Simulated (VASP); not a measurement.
# Cs in VASP: a series of runs

Runs on Cs. Level: PBEsol. Tasks: single point.

All numbers are computed with VASP 6.6.1; they aren't measurements. Logs are shortened: lines on timing, memory, paths and dates and some standing lists are left out, and cuts for length are marked.

## Step 1: The cell of the first run

Symmetry: Immm, No. 71, orthorhombic system. Conventional cell: a = 5.556 Å, b = 5.612 Å, c = 7.897 Å, α = 90.00°, β = 90.00°, γ = 90.00°.

## Step 2: Single point, PBEsol

INCAR reads:

```
SYSTEM = Cs
  PREC = Accurate
  ENCUT = 520
  EDIFF = 1E-7
  ISMEAR = -1
  SIGMA = 0.05
  LREAL = .FALSE.
  LASPH = .TRUE.
  NELM = 100
  ALGO = Fast
  ISIF = 2
  LWAVE = .FALSE.
  LCHARG = .FALSE.
  GGA = PS
  NBANDS = 10
```

KPOINTS reads:

```
regular mesh
0
G
  5 5 5
  0 0 0
```

POSCAR reads:

```
Cs
1.0
    0.0197416787      3.9483357400      3.9483357400
    3.9483357400      0.0197416787      3.9483357400
    3.9680774187      3.9680774187      0.0000000000
Cs
1
Direct
    0.0000000000      0.0000000000      0.0000000000
```

Potentials or basis: VASP PAW PBE potentials, release 64 (Cs_sv).

Started as:

```console
> cat potpaw_PBE.64/Cs_sv/POTCAR > POTCAR
> mpirun -np 1 vasp_std > vasp.out
```

OUTCAR:

```text
SYSTEM = Cs
   PREC = Accurate
   ENCUT = 520
   EDIFF = 1E-7
   ISMEAR = -1
   LREAL = .FALSE.
   LASPH = .TRUE.
   NELM = 100
   ISIF = 2
   GGA = PS

 ion  position               nearest neighbor table
   1  0.000  0.000  0.000-

  LATTYP: Found a body centered orthorhombic cell.
 ALAT       =     5.5558710025
 B/A-ratio  =     1.0100502513
 C/A-ratio  =     1.4213201632

  Lattice vectors:

 A1 = (   3.9483357400,   0.0197416787,  -3.9483357400)
 A2 = (  -3.9483357400,  -0.0197416787,  -3.9483357400)
 A3 = (   0.0197416787,   3.9483357400,   3.9483357400)

Analysis of symmetry for initial positions (statically):
=====================================================================
 Subroutine PRICEL returns:
 Original cell was already a primitive cell.

 Routine SETGRP: Setting up the symmetry group for a
 body centered orthorhombic supercell.

 Subroutine GETGRP returns: Found  8 space group operations
 (whereof  8 operations were pure point group operations)
 out of a pool of  8 trial point group operations.

The static configuration has the point symmetry D_2h.

Analysis of symmetry for dynamics (positions and initial velocities):
=====================================================================
 Subroutine PRICEL returns:
 Original cell was already a primitive cell.

 Routine SETGRP: Setting up the symmetry group for a
 body centered orthorhombic supercell.

 Subroutine GETGRP returns: Found  8 space group operations
 (whereof  8 operations were pure point group operations)
 out of a pool of  8 trial point group operations.

The dynamic configuration has the point symmetry D_2h.

 Subroutine INISYM returns: Found  8 space group operations
 (whereof  8 operations are pure point group operations),
 and found     1 'primitive' translations

----------------------------------------------------------------------------------------

                                     Primitive cell

  volume of cell :     123.1009

  direct lattice vectors                    reciprocal lattice vectors
     0.019741679  3.948335740  3.948335740    -0.127271994  0.127271994  0.126635634
     3.948335740  0.019741679  3.948335740     0.127271994 -0.127271994  0.126635634
     3.968077419  3.968077419  0.000000000     0.126005606  0.126005606 -0.126635634

  length of vectors
     5.583824851  5.583824851  5.611708902     0.220074771  0.220074771  0.218612464

  position of ions in fractional coordinates (direct lattice)
[... 82 lines left out ...]
   NFREE  =      0    steps in history (QN), initial steepest desc. (CG)
   ISIF   =      2    stress and relaxation
   ISYM   =      2    0-nonsym 1-usesym 2-fastsym
   POTIM  = 0.5000    time-step for ionic-motion
   TEBEG  =    0.0;   TEEND  =   0.0 temperature during run
   PSTRESS=    0.0 pullay stress
   NELECT =       9.0000    total number of electrons
   NUPDOWN=      -1.0000    fix difference up-down
   EMIN   =  10.00;   EMAX   =-10.00  energy-range for DOS
   EFERMI =   0.00;   METHOD = LEGACY
   ISMEAR =    -1;   SIGMA  =   0.05  broadening in eV -4-tet -1-fermi 0-gaus
   EFERMI_NEDOS =   21; number of points for ismear=-14 and -15
   IALGO  =     68    algorithm
   IMIX   =      4    mixing-type and parameters
     AMIX     =   0.40;   BMIX     =  1.00
     AMIX_MAG =   1.60;   BMIX_MAG =  1.00
  volume/ion in A,a.u.               =     123.10       830.73
  Fermi-wavevector in a.u.,A,eV,Ry     =   0.684545  1.293602  6.375712  0.468602
  Thomas-Fermi vector in A             =   1.764229
   LORBIT       =      0    0 simple, 1 ext, 2 COOP (PROOUT), +10 PAW based schemes
   GGA     = PS    functional components
   LHFCALC =     F    Hartree Fock is set to
   AEXX    =    0.0000 exact exchange contribution
   IVDW    =     0    specifies the selected vdW correction
   LEPSILON=     F    determine dielectric tensor
   LRPA    =     F    only Hartree local field effects (RPA)
 non-spin polarized calculation
 RMM-DIIS sequential band-by-band and
  energy-cutoff  :      520.00
  volume of cell :      123.10
 maximum number of plane-waves:      3337
 NGX is ok and might be reduce to    42
   NGX = 21   NGY = 21   NGZ = 21

 number of electron       9.0000001 magnetization

 Free energy of the ion-electron system (eV)
  ---------------------------------------------------
  ext. energy  EPLUGINS =         0.00000000
  ---------------------------------------------------
  free energy    TOTEN  =        -0.95784806 eV

  energy without entropy =       -0.95354217  energy(sigma->0) =       -0.95569512

 E-fermi :   0.2539     XC(G=0):  -5.3030

 val. band max:        0.2429513569   @ k =   0.4000  -0.0000   0.4000
 cond. band min:       0.4863684997   @ k =  -0.4000  -0.4000   0.4000
 fundamental gap:      0.2434171428
 Fermi energy:         0.2539304120

 k-point     1 :       0.0000    0.0000    0.0000
  band No.  band energies     occupation
      1     -23.6748      2.00000
      2     -10.4047      2.00000
      3     -10.4042      2.00000
      4     -10.4036      2.00000
      5      -1.3989      2.00000
      6       2.6056      0.00000
      7       2.6325      0.00000
      8       2.6611      0.00000
      9       3.6611      0.00000
     10       3.6611      0.00000
[... 287 lines left out ...]
 k-point    24 :       0.2000    0.2000    0.4000
  band No.  band energies     occupation
      1     -23.6716      2.00000
      2     -10.4682      2.00000
      3     -10.4346      2.00000
      4     -10.4130      2.00000
      5      -0.4524      2.00000
      6       1.7017      0.00000
      7       2.1276      0.00000
      8       2.9638      0.00000
      9       3.2105      0.00000
     10       4.2193      0.00000

 [... further k-points ...]

------------------------ aborting loop because EDIFF is reached ----------------------------------------

  FORCE on cell =-STRESS in cart. coord.  units (eV):
  Direction    XX          YY          ZZ          XY          YZ          ZX
  --------------------------------------------------------------------------------------
  -------------------------------------------------------------------------------------
  Total       -0.1798810     -0.1798810     -0.1800738     -0.0148268      0.0000000      0.0000000
  in kB       -2.3411785     -2.3411785     -2.3436872     -0.1929736      0.0000000      0.0000000
  external PRESSURE =      -2.3420148 kB  Pullay stress =       0.0000000 kB

 VOLUME and BASIS-vectors are now :
 -----------------------------------------------------------------------------
  energy-cutoff  :      520.00
  volume of cell :      123.10
      direct lattice vectors                 reciprocal lattice vectors
     0.019741679  3.948335740  3.948335740    -0.127271994  0.127271994  0.126635634
     3.948335740  0.019741679  3.948335740     0.127271994 -0.127271994  0.126635634
     3.968077419  3.968077419  0.000000000     0.126005606  0.126005606 -0.126635634

 POSITION                                       TOTAL-FORCE (eV/Angst)
 -----------------------------------------------------------------------------------
      0.00000      0.00000      0.00000         0.000000      0.000000      0.000000
 -----------------------------------------------------------------------------------
    total drift:                                0.000000     -0.000000     -0.000000

  FREE ENERGIE OF THE ION-ELECTRON SYSTEM (eV)
  ---------------------------------------------------
  free  energy   TOTEN  =        -0.9578480582 eV

  energy  without entropy=       -0.9535421746  energy(sigma->0) =       -0.95569512
```

OSZICAR:

```text
N       E                     dE             d eps       ncg     rms          rms(c)
DAV:   1     0.546518374792E+02    0.54652E+02   -0.28419E+03   540   0.621E+02
DAV:   2     0.486960238198E+01   -0.49782E+02   -0.48782E+02   722   0.105E+02
DAV:   3    -0.867652916477E+00   -0.57373E+01   -0.57330E+01   620   0.417E+01
DAV:   4    -0.956448592147E+00   -0.88796E-01   -0.88786E-01   710   0.618E+00
DAV:   5    -0.956901055381E+00   -0.45246E-03   -0.45245E-03   754   0.420E-01    0.128E-01
RMM:   6    -0.957220399150E+00   -0.31934E-03   -0.66518E-04   582   0.137E-01    0.915E-02
RMM:   7    -0.957829627698E+00   -0.60923E-03   -0.33865E-03   586   0.301E-01    0.267E-02
RMM:   8    -0.957843352126E+00   -0.13724E-04   -0.16186E-04   785   0.813E-02    0.373E-03
RMM:   9    -0.957847134008E+00   -0.37819E-05   -0.35077E-05   820   0.288E-02    0.233E-03
RMM:  10    -0.957848470353E+00   -0.13363E-05   -0.73106E-06   818   0.137E-02    0.253E-03
RMM:  11    -0.957848072226E+00    0.39813E-06   -0.17307E-06   833   0.607E-03    0.842E-04
RMM:  12    -0.957848058198E+00    0.14028E-07   -0.48586E-07   798   0.354E-03
   1 F= -.95784806E+00 E0= -.95569512E+00  d E =-.430588E-02
```

stdout:

```text
POSCAR found type information on POSCAR Cs
 POSCAR found :  1 types and       1 ions
 scaLAPACK will be used
 -----------------------------------------------------------------------------
|                                                                             |
|                                                                             |
|     You enforced a specific xc type in the INCAR file but a different       |
|     I HOPE YOU KNOW WHAT YOU ARE DOING!                                     |
|                                                                             |
 -----------------------------------------------------------------------------

 LDA part: xc-table for (Slater+PW92), standard interpolation
 POSCAR, INCAR and KPOINTS ok, starting setup
 FFT: planning ... GRIDC
 FFT: planning ... GRID_SOFT
 FFT: planning ... GRID
 WAVECAR not read
 entering main loop
WARNING in EDDRMM: call to ZHEGV failed, returncode =   6  3      5
WARNING in EDDRMM: call to ZHEGV failed, returncode =   6  3      7
```

Wall time 15 s (1 thread of Intel Xeon 6975P-C (Granite Rapids), shared host); peak memory 0.25 GiB.

Results:

| Property | Result |
| --- | --- |
| Free energy | -0.9578 eV |
| Pressure | -0.2 GPa |

Levels at points of the mesh, in eV from the Fermi level:
```tsv
k point	band 2	band 3	band 4	band 5	band 6	band 7	band 8	band 9
(0.00, 0.00, 0.00)	-10.66	-10.66	-10.66	-1.65	2.35	2.38	2.41	3.41
```

Caveat: the PAW data sets were made with another functional, which shifts forces and pressure a little; spin-orbit coupling is left out, which moves the levels of the heavy elements.

## Step 3: Single point, PBEsol

INCAR reads:

```
ALGO = Normal
EDIFF = 1E-7
ENCUT = 520
GGA = PS
ISIF = 2
ISMEAR = -1
LASPH = True
LCHARG = True
LELF = True
LREAL = False
LVHAR = True
LWAVE = False
NBANDS = 10
NELM = 100
PREC = Accurate
SIGMA = 0.05
```

KPOINTS reads:

```
k-points
0
Gamma
  5 5 5
```

POSCAR reads:

```
Cs
1.0
    0.0394833574      3.9483357400      3.9483357400
    3.9483357400      0.0394833574      3.9483357400
    3.9878190974      3.9878190974      0.0000000000
Cs
1
Direct
    0.0000000000      0.0000000000      0.0000000000
```

Potentials or basis: VASP PAW PBE potentials, release 64 (Cs_sv).

Started as:

```console
> cat potpaw_PBE.64/Cs_sv/POTCAR > POTCAR
> mpirun -np 1 vasp_std > vasp.out
```

OUTCAR:

```text
EDIFF = 1E-7
   ENCUT = 520
   GGA = PS
   ISIF = 2
   ISMEAR = -1
   LASPH = True
   LREAL = False
   NELM = 100
   PREC = Accurate

 ion  position               nearest neighbor table
   1  0.000  0.000  0.000-

  LATTYP: Found a body centered orthorhombic cell.
 ALAT       =     5.5279520528
 B/A-ratio  =     1.0202020202
 C/A-ratio  =     1.4284985479

  Lattice vectors:

 A1 = (   3.9483357400,   0.0394833574,  -3.9483357400)
 A2 = (  -3.9483357400,  -0.0394833574,  -3.9483357400)
 A3 = (   0.0394833574,   3.9483357400,   3.9483357400)

Analysis of symmetry for initial positions (statically):
=====================================================================
 Subroutine PRICEL returns:
 Original cell was already a primitive cell.

 Routine SETGRP: Setting up the symmetry group for a
 body centered orthorhombic supercell.

 Subroutine GETGRP returns: Found  8 space group operations
 (whereof  8 operations were pure point group operations)
 out of a pool of  8 trial point group operations.

The static configuration has the point symmetry D_2h.

Analysis of symmetry for dynamics (positions and initial velocities):
=====================================================================
 Subroutine PRICEL returns:
 Original cell was already a primitive cell.

 Routine SETGRP: Setting up the symmetry group for a
 body centered orthorhombic supercell.

 Subroutine GETGRP returns: Found  8 space group operations
 (whereof  8 operations were pure point group operations)
 out of a pool of  8 trial point group operations.

The dynamic configuration has the point symmetry D_2h.

 Subroutine INISYM returns: Found  8 space group operations
 (whereof  8 operations are pure point group operations),
 and found     1 'primitive' translations

[... 113 lines left out ...]
  volume/ion in A,a.u.               =     123.09       830.66
  Fermi-wavevector in a.u.,A,eV,Ry     =   0.684562  1.293634  6.376031  0.468625
  Thomas-Fermi vector in A             =   1.764251
   LORBIT       =      0    0 simple, 1 ext, 2 COOP (PROOUT), +10 PAW based schemes
   GGA     = PS    functional components
   LHFCALC =     F    Hartree Fock is set to
   AEXX    =    0.0000 exact exchange contribution
   IVDW    =     0    specifies the selected vdW correction
   LEPSILON=     F    determine dielectric tensor
   LRPA    =     F    only Hartree local field effects (RPA)
 non-spin polarized calculation
  energy-cutoff  :      520.00
  volume of cell :      123.09
 maximum number of plane-waves:      3337
 NGX is ok and might be reduce to    42
   NGX = 21   NGY = 21   NGZ = 21

 number of electron       9.0000001 magnetization

 Free energy of the ion-electron system (eV)
  ---------------------------------------------------
  ext. energy  EPLUGINS =         0.00000000
  ---------------------------------------------------
  free energy    TOTEN  =        -0.95764048 eV

  energy without entropy =       -0.95330677  energy(sigma->0) =       -0.95547363

 E-fermi :   0.2540     XC(G=0):  -5.3032

 val. band max:        0.2433789161   @ k =   0.4000  -0.0000   0.4000
 cond. band min:       0.4725797495   @ k =  -0.4000  -0.4000   0.4000
 fundamental gap:      0.2292008334
 Fermi energy:         0.2540053040

 k-point     1 :       0.0000    0.0000    0.0000
  band No.  band energies     occupation
      1     -23.6748      2.00000
      2     -10.4052      2.00000
      3     -10.4042      2.00000
      4     -10.4030      2.00000
      5      -1.3988      2.00000
      6       2.5784      0.00000
      7       2.6308      0.00000
      8       2.6894      0.00000
      9       3.6623      0.00000
     10       3.6624      0.00000
[... 287 lines left out ...]
 k-point    24 :       0.2000    0.2000    0.4000
  band No.  band energies     occupation
      1     -23.6717      2.00000
      2     -10.4665      2.00000
      3     -10.4349      2.00000
      4     -10.4125      2.00000
      5      -0.4615      2.00000
      6       1.6980      0.00000
      7       2.1125      0.00000
      8       2.9911      0.00000
      9       3.2307      0.00000
     10       4.2150      0.00000

 [... further k-points ...]

------------------------ aborting loop because EDIFF is reached ----------------------------------------

  FORCE on cell =-STRESS in cart. coord.  units (eV):
  Direction    XX          YY          ZZ          XY          YZ          ZX
  --------------------------------------------------------------------------------------
  -------------------------------------------------------------------------------------
  Total       -0.1777462     -0.1777462     -0.1786185     -0.0296509      0.0000000      0.0000000
  in kB       -2.3135670     -2.3135670     -2.3249212     -0.3859398      0.0000000      0.0000000
  external PRESSURE =      -2.3173517 kB  Pullay stress =       0.0000000 kB

 VOLUME and BASIS-vectors are now :
 -----------------------------------------------------------------------------
  energy-cutoff  :      520.00
  volume of cell :      123.09
      direct lattice vectors                 reciprocal lattice vectors
     0.039483357  3.948335740  3.948335740    -0.127914782  0.127914782  0.126635634
     3.948335740  0.039483357  3.948335740     0.127914782 -0.127914782  0.126635634
     3.987819097  3.987819097  0.000000000     0.125381816  0.125381816 -0.126635634

 POSITION                                       TOTAL-FORCE (eV/Angst)
 -----------------------------------------------------------------------------------
      0.00000      0.00000      0.00000         0.000000      0.000000      0.000000
 -----------------------------------------------------------------------------------
    total drift:                               -0.000000      0.000000     -0.000000

  FREE ENERGIE OF THE ION-ELECTRON SYSTEM (eV)
  ---------------------------------------------------
  free  energy   TOTEN  =        -0.9576404828 eV

  energy  without entropy=       -0.9533067676  energy(sigma->0) =       -0.95547363
```

OSZICAR:

```text
N       E                     dE             d eps       ncg     rms          rms(c)
DAV:   1     0.533466636440E+02    0.53347E+02   -0.28595E+03   540   0.615E+02
DAV:   2     0.421900934177E+01   -0.49128E+02   -0.48149E+02   748   0.107E+02
DAV:   3    -0.882203613462E+00   -0.51012E+01   -0.50969E+01   628   0.413E+01
DAV:   4    -0.956298356577E+00   -0.74095E-01   -0.74086E-01   706   0.575E+00
DAV:   5    -0.956697176707E+00   -0.39882E-03   -0.39881E-03   738   0.402E-01    0.128E-01
DAV:   6    -0.957020236573E+00   -0.32306E-03   -0.91037E-04   708   0.150E-01    0.923E-02
DAV:   7    -0.957614252480E+00   -0.59402E-03   -0.32666E-03   666   0.297E-01    0.278E-02
DAV:   8    -0.957639793798E+00   -0.25541E-04   -0.81215E-05   646   0.540E-02    0.524E-03
DAV:   9    -0.957641006572E+00   -0.12128E-05   -0.44116E-06   798   0.105E-02    0.332E-03
DAV:  10    -0.957640406651E+00    0.59992E-06   -0.10152E-06   672   0.511E-03    0.829E-04
DAV:  11    -0.957640482843E+00   -0.76193E-07   -0.48528E-08   384   0.134E-03
   1 F= -.95764048E+00 E0= -.95547363E+00  d E =-.433372E-02
```

Wall time 14 s (1 thread of Intel Xeon 6975P-C (Granite Rapids), shared host); peak memory 0.25 GiB.

Results:

- Free energy: -0.9576 eV
- Pressure: -0.2 GPa

Levels at points of the mesh, in eV from the Fermi level:
```csv
k point,band 1,band 2,band 3,band 4,band 5,band 6,band 7,band 8,band 9,band 10
"(0.00, 0.00, 0.00)",-23.93,-10.66,-10.66,-10.66,-1.65,2.32,2.38,2.44,3.41,3.41
```

Caveat: the PAW data sets were made with another functional, which shifts forces and pressure a little; spin-orbit coupling is left out, which moves the levels of the heavy elements.

## Step 4: Single point, PBEsol

INCAR reads:

```
  ALGO = Normal
  EDIFF = 1E-6
  ENCUT = 520
  GGA = PS
  ISIF = 2
  ISMEAR = -1
  LASPH = True
  LCHARG = True
  LELF = True
  LREAL = False
  LVHAR = True
  LWAVE = False
  NBANDS = 10
  NELM = 100
  PREC = Accurate
  SIGMA = 0.05
```

KPOINTS is that of step 3.

POSCAR reads:

```
Cs
1.0
    0.0789667148      3.9483357400      3.9483357400
    3.9483357400      0.0789667148      3.9483357400
    4.0273024548      4.0273024548      0.0000000000
Cs
1
Direct
    0.0000000000      0.0000000000      0.0000000000
```

Started as:

```console
> cat potpaw_PBE.64/Cs_sv/POTCAR > POTCAR
> mpirun -np 1 vasp_std > vasp.out
```

Run time: 13 s. Hardware: 1 thread of Intel Xeon 6975P-C (Granite Rapids), shared host; peak memory 0.25 GiB.

The run converged. Its results:

```
Free energy : -0.9568 eV
Pressure    : -0.2 GPa
```

Stress tensor (GPa, compression positive):
```
-0.23 -0.08  0.00
-0.08 -0.23  0.00
 0.00  0.00 -0.23
```

Levels at points of the mesh, in eV from the Fermi level:
| k point | band 3 | band 4 | band 5 | band 6 | band 7 | band 8 |
| --- | --- | --- | --- | --- | --- | --- |
| (0.00, 0.00, 0.00) | -10.66 | -10.66 | -1.65 | 2.27 | 2.37 | 2.49 |

Caveat: the PAW data sets were made with another functional, which shifts forces and pressure a little; spin-orbit coupling is left out, which moves the levels of the heavy elements.

[end of part 1 of 2]
